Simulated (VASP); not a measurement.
# ScSn3Se (Pm-3m) in VASP: relaxation of cell and atoms with PBE

Aim: the relaxation of cell and atoms of ScSn3Se with PBE.

Program: VASP 6.6.1. These are calculated values, not measurements. Logs are shortened: lines on timing, memory, paths and dates and some standing lists are left out, and cuts for length are marked.

### 1 The cell of the first run

Symmetry: Pm-3m, No. 221, cubic system. Conventional cell: a = 5.546 Å, b = 5.546 Å, c = 5.546 Å, α = 90.00°, β = 90.00°, γ = 90.00°. Within 3.7 Å of Sc (site symmetry m-3m) lie 6 Sn at 2.77 Å. Within 3.7 Å of Sn (site symmetry 4/mmm) lie 2 Sc at 2.77 Å. Within 5.1 Å of Se (site symmetry m-3m) lie 12 Sn at 3.92 Å and 8 Sc at 4.80 Å.

The cell was generated, and may not be a known phase.

### 2 Relaxation of cell and atoms, PBE

The input, INCAR:

```
PREC     = Accurate       # precision mode
ENCUT    = 600            # plane-wave cutoff, eV
EDIFF    = 1E-6           # SCF threshold, eV
ISMEAR   = 0              # smearing method
SIGMA    = 0.1            # smearing width, eV
LREAL    = False          # projectors in reciprocal space
LASPH    = True           # aspherical terms in the spheres
NELM     = 60             # most SCF steps
ALGO     = Normal         # electronic algorithm
ISIF     = 3              # what is computed and relaxed
LWAVE    = False          # write WAVECAR
LCHARG   = False          # write CHGCAR
GGA      = PE             # functional
IBRION   = 2              # ionic algorithm
NSW      = 100            # ionic steps
EDIFFG   = -0.01          # ionic threshold
```

The input, KPOINTS:

```
Automatic mesh
0
Gamma
  8 8 8
```

The input, POSCAR:

```
ScSn3Se
1.0
    5.5456155550      0.0000000000      0.0000000000
    0.0000000000      5.5456155550      0.0000000000
    0.0000000000      0.0000000000      5.5456155550
Sc Sn Se
1 3 1
Direct
    0.0000000000      0.0000000000      0.0000000000
    0.5000000000      0.0000000000      0.0000000000
    0.0000000000      0.5000000000      0.0000000000
    0.0000000000      0.0000000000      0.5000000000
    0.5000000000      0.5000000000      0.5000000000
```

Potentials or basis: VASP PAW PBE potentials, release 64 (Sc_sv, Sn_d, Se).

Started as:

```
cat potpaw_PBE.64/Sc_sv/POTCAR potpaw_PBE.64/Sn_d/POTCAR potpaw_PBE.64/Se/POTCAR > POTCAR
mpirun -np 1 vasp_std > vasp.out
```

OUTCAR:

```text
PREC = Accurate
   ENCUT = 600
   EDIFF = 1E-6
   ISMEAR = 0
   LREAL = False
   LASPH = True
   NELM = 60
   ISIF = 3
   GGA = PE
   IBRION = 2
   NSW = 100
   EDIFFG = -0.01

 ion  position               nearest neighbor table
   1  0.000  0.000  0.000-   2 2.77   3 2.77   4 2.77   4 2.77   3 2.77   2 2.77
   2  0.500  0.000  0.000-   1 2.77   1 2.77
   3  0.000  0.500  0.000-   1 2.77   1 2.77
   4  0.000  0.000  0.500-   1 2.77   1 2.77
   5  0.500  0.500  0.500-

  LATTYP: Found a simple cubic cell.
 ALAT       =     5.5456155550

  Lattice vectors:

 A1 = (   5.5456155550,   0.0000000000,   0.0000000000)
 A2 = (   0.0000000000,   5.5456155550,   0.0000000000)
 A3 = (   0.0000000000,   0.0000000000,   5.5456155550)

Analysis of symmetry for initial positions (statically):
=====================================================================
 Subroutine PRICEL returns:
 Original cell was already a primitive cell.

 Routine SETGRP: Setting up the symmetry group for a
 simple cubic supercell.

 Subroutine GETGRP returns: Found 48 space group operations
 (whereof 48 operations were pure point group operations)
 out of a pool of 48 trial point group operations.

The static configuration has the point symmetry O_h .

Analysis of symmetry for dynamics (positions and initial velocities):
=====================================================================
 Subroutine PRICEL returns:
 Original cell was already a primitive cell.

 Routine SETGRP: Setting up the symmetry group for a
 simple cubic supercell.

 Subroutine GETGRP returns: Found 48 space group operations
 (whereof 48 operations were pure point group operations)
 out of a pool of 48 trial point group operations.

The dynamic configuration has the point symmetry O_h .

 Subroutine INISYM returns: Found 48 space group operations
 (whereof 48 operations are pure point group operations),
 and found     1 'primitive' translations

----------------------------------------------------------------------------------------

                                     Primitive cell

  volume of cell :     170.5490

  direct lattice vectors                    reciprocal lattice vectors
     5.545615555  0.000000000  0.000000000     0.180322633  0.000000000  0.000000000
     0.000000000  5.545615555  0.000000000     0.000000000  0.180322633  0.000000000
     0.000000000  0.000000000  5.545615555     0.000000000  0.000000000  0.180322633

  length of vectors
     5.545615555  5.545615555  5.545615555     0.180322633  0.180322633  0.180322633

  position of ions in fractional coordinates (direct lattice)
     0.000000000  0.000000000  0.000000000
     0.500000000  0.000000000  0.000000000
     0.000000000  0.500000000  0.000000000
     0.000000000  0.000000000  0.500000000
     0.500000000  0.500000000  0.500000000

  ion indices of the primitive-cell ions
   primitive index   ion index
                 1           1
                 2           2
                 3           3
                 4           4
                 5           5

----------------------------------------------------------------------------------------

 KPOINTS: Automatic mesh

Automatic generation of k-mesh.
 Grid dimensions read from file:
 generate k-points for:    8    8    8

 Generating k-lattice:

  Cartesian coordinates                     Fractional coordinates (reciprocal lattice)
     0.022540329  0.000000000  0.000000000     0.125000000  0.000000000  0.000000000
[... 60 lines left out ...]
   LREAL  =      F    real-space projection
   EDIFFG = -.1E-01   stopping-criterion for IOM
   NSW    =    100    number of steps for IOM
   IBRION =      2    ionic relax: 0-MD 1-quasi-New 2-CG
   NFREE  =      1    steps in history (QN), initial steepest desc. (CG)
   ISIF   =      3    stress and relaxation
   ISYM   =      2    0-nonsym 1-usesym 2-fastsym
   POTIM  = 0.5000    time-step for ionic-motion
   TEBEG  =    0.0;   TEEND  =   0.0 temperature during run
   PSTRESS=    0.0 pullay stress
   NELECT =      59.0000    total number of electrons
   NUPDOWN=      -1.0000    fix difference up-down
   EMIN   =  10.00;   EMAX   =-10.00  energy-range for DOS
   EFERMI =   0.00;   METHOD = LEGACY
   ISMEAR =     0;   SIGMA  =   0.10  broadening in eV -4-tet -1-fermi 0-gaus
   EFERMI_NEDOS =   21; number of points for ismear=-14 and -15
   IALGO  =     38    algorithm
   IMIX   =      4    mixing-type and parameters
     AMIX     =   0.40;   BMIX     =  1.00
     AMIX_MAG =   1.60;   BMIX_MAG =  1.00
  volume/ion in A,a.u.               =      34.11       230.18
  Fermi-wavevector in a.u.,A,eV,Ry     =   1.149236  2.171740 17.969793  1.320742
  Thomas-Fermi vector in A             =   2.285906
   LORBIT       =      0    0 simple, 1 ext, 2 COOP (PROOUT), +10 PAW based schemes
   GGA     = PE    functional components
   LHFCALC =     F    Hartree Fock is set to
   AEXX    =    0.0000 exact exchange contribution
   IVDW    =     0    specifies the selected vdW correction
   LEPSILON=     F    determine dielectric tensor
   LRPA    =     F    only Hartree local field effects (RPA)
 conjugate gradient relaxation of ions
 non-spin polarized calculation
 Gauss-broadening in eV      SIGMA  =   0.10
  energy-cutoff  :      600.00
  volume of cell :      170.55
 maximum number of plane-waves:      5728
 NGX is ok and might be reduce to    48
   NGX = 23   NGY = 23   NGZ = 23

--------------------------------------- Ionic step        1  -------------------------------------------

 number of electron      58.9999974 magnetization

 Free energy of the ion-electron system (eV)
  ---------------------------------------------------
  ext. energy  EPLUGINS =         0.00000000
  ---------------------------------------------------
  free energy    TOTEN  =       -19.05686750 eV

  energy without entropy =      -19.02788962  energy(sigma->0) =      -19.04237856

------------------------ aborting loop because EDIFF is reached ----------------------------------------

  FORCE on cell =-STRESS in cart. coord.  units (eV):
  Direction    XX          YY          ZZ          XY          YZ          ZX
  --------------------------------------------------------------------------------------
  -------------------------------------------------------------------------------------
  Total        0.3371629      0.3371629      0.3371629     -0.0000000      0.0000000     -0.0000000
  in kB        3.1673864      3.1673864      3.1673864     -0.0000000      0.0000000     -0.0000000
  external PRESSURE =       3.1673864 kB  Pullay stress =       0.0000000 kB

 VOLUME and BASIS-vectors are now :
 -----------------------------------------------------------------------------
  energy-cutoff  :      600.00
  volume of cell :      170.55
      direct lattice vectors                 reciprocal lattice vectors
     5.545615555  0.000000000  0.000000000     0.180322633  0.000000000  0.000000000
     0.000000000  5.545615555  0.000000000     0.000000000  0.180322633  0.000000000
     0.000000000  0.000000000  5.545615555     0.000000000  0.000000000  0.180322633

 POSITION                                       TOTAL-FORCE (eV/Angst)
 -----------------------------------------------------------------------------------
      0.00000      0.00000      0.00000         0.000000      0.000000      0.000000
      2.77281      0.00000      0.00000         0.000000      0.000000      0.000000
      0.00000      2.77281      0.00000         0.000000      0.000000      0.000000
      0.00000      0.00000      2.77281         0.000000      0.000000      0.000000
      2.77281      2.77281      2.77281         0.000000      0.000000      0.000000
 -----------------------------------------------------------------------------------
    total drift:                                0.000000      0.000000      0.000000

  FREE ENERGIE OF THE ION-ELECTRON SYSTEM (eV)
  ---------------------------------------------------
  free  energy   TOTEN  =       -19.0568675043 eV

  energy  without entropy=      -19.0278896199  energy(sigma->0) =      -19.04237856

--------------------------------------- Ionic step        2  -------------------------------------------

 number of electron      58.9999973 magnetization

 Free energy of the ion-electron system (eV)
  ---------------------------------------------------
  ext. energy  EPLUGINS =         0.00000000
  ---------------------------------------------------
  free energy    TOTEN  =       -19.05856690 eV

  energy without entropy =      -19.03009753  energy(sigma->0) =      -19.04433222

 E-fermi :   3.2861     XC(G=0):  -8.7272

 val. band max:        3.2822981294   @ k =   0.5000   0.5000   0.1250
 cond. band min:       3.2931228595   @ k =   0.1250   0.1250   0.0000
 fundamental gap:      0.0108247301
 Fermi energy:         3.2860552410

 k-point     1 :       0.0000    0.0000    0.0000
  band No.  band energies     occupation
      1     -45.1897      2.00000
      2     -23.9133      2.00000
      3     -23.9133      2.00000
      4     -23.9133      2.00000
      5     -17.9274      2.00000
      6     -17.9274      2.00000
[... 901 lines left out ...]
     34       5.4697      0.00000
     35       6.6046      0.00000

 [... further k-points ...]
[... 5 lines left out ...]
  --------------------------------------------------------------------------------------
  -------------------------------------------------------------------------------------
  Total        0.0004028      0.0004028      0.0004028     -0.0000000      0.0000000     -0.0000000
  in kB        0.0037475      0.0037475      0.0037475     -0.0000000      0.0000000     -0.0000000
  external PRESSURE =       0.0037475 kB  Pullay stress =       0.0000000 kB

 VOLUME and BASIS-vectors are now :
 -----------------------------------------------------------------------------
  energy-cutoff  :      600.00
  volume of cell :      172.22
      direct lattice vectors                 reciprocal lattice vectors
     5.563656143  0.000000000 -0.000000000     0.179737923  0.000000000 -0.000000000
    -0.000000000  5.563656143  0.000000000    -0.000000000  0.179737923 -0.000000000
     0.000000000  0.000000000  5.563656143     0.000000000 -0.000000000  0.179737923

 POSITION                                       TOTAL-FORCE (eV/Angst)
 -----------------------------------------------------------------------------------
      0.00000      0.00000      0.00000         0.000000     -0.000000      0.000000
      2.78183      0.00000     -0.00000         0.000000     -0.000000      0.000000
     -0.00000      2.78183      0.00000        -0.000000     -0.000000      0.000000
      0.00000      0.00000      2.78183         0.000000      0.000000      0.000000
      2.78183      2.78183      2.78183        -0.000000     -0.000000     -0.000000
 -----------------------------------------------------------------------------------
    total drift:                                0.000000      0.000000      0.000000

  FREE ENERGIE OF THE ION-ELECTRON SYSTEM (eV)
  ---------------------------------------------------
  free  energy   TOTEN  =       -19.0585669003 eV

  energy  without entropy=      -19.0300975341  energy(sigma->0) =      -19.04433222

 reached required accuracy - stopping structural energy minimisation
```

It took 5 min on 1 thread of AMD EPYC 9R45 (Zen 5), shared host; peak memory 0.47 GiB.

What came out:

| Property | Result |
| --- | --- |
| Free energy | -19.0586 eV |
| Relaxed volume | 34.44 Å³/atom |
| Relaxed cell | a = 5.564 Å, b = 5.564 Å, c = 5.564 Å, α = 90.00°, β = 90.00°, γ = 90.00° |
| Space group after relaxing (to 0.1 Å) | Pm-3m (No. 221) |
| Energy gained by relaxing | 0.3 meV/atom |
| Ionic steps | 2 |
| Pressure after relaxing | 0.0 GPa |
| Band gap on the k mesh | zero (an odd number of electrons rules out a gap without spin polarisation) |

The path:
| step | energy change (eV) | largest force (eV/Å) | pressure (GPa) | volume (Å³) |
| --- | --- | --- | --- | --- |
| 1 | 0.0000 | 0.0000 | 0.32 | 170.55 |
| 2 | -0.0017 | 0.0000 | 0.00 | 172.22 |

Final structure:
```
Sc Sn Se
1.0
     5.56366    0.00000    0.00000
     0.00000    5.56366    0.00000
     0.00000    0.00000    5.56366
Sc Sn Se
1 3 1
Direct
  0.00000 0.00000 0.00000
  0.50000 0.00000 0.00000
  0.00000 0.50000 0.00000
  0.00000 0.00000 0.50000
  0.50000 0.50000 0.50000
```

Levels at points of the mesh, in eV from the Fermi level:
```tsv
k point	band 27	band 28	band 29	band 30	band 31	band 32
(0.00, 0.00, 0.00)	0.01	0.01	0.01	1.87	1.87	1.87
(0.50, 0.00, 0.00)	-0.85	-0.85	-0.84	0.72	0.72	0.88
(0.50, 0.50, 0.00)	-1.34	-1.10	-0.16	-0.08	-0.08	0.05
(0.50, 0.50, 0.50)	-2.74	-0.15	-0.15	0.59	0.59	0.59
```

Caveat: spin-orbit coupling is left out, which moves the levels of the heavy elements.
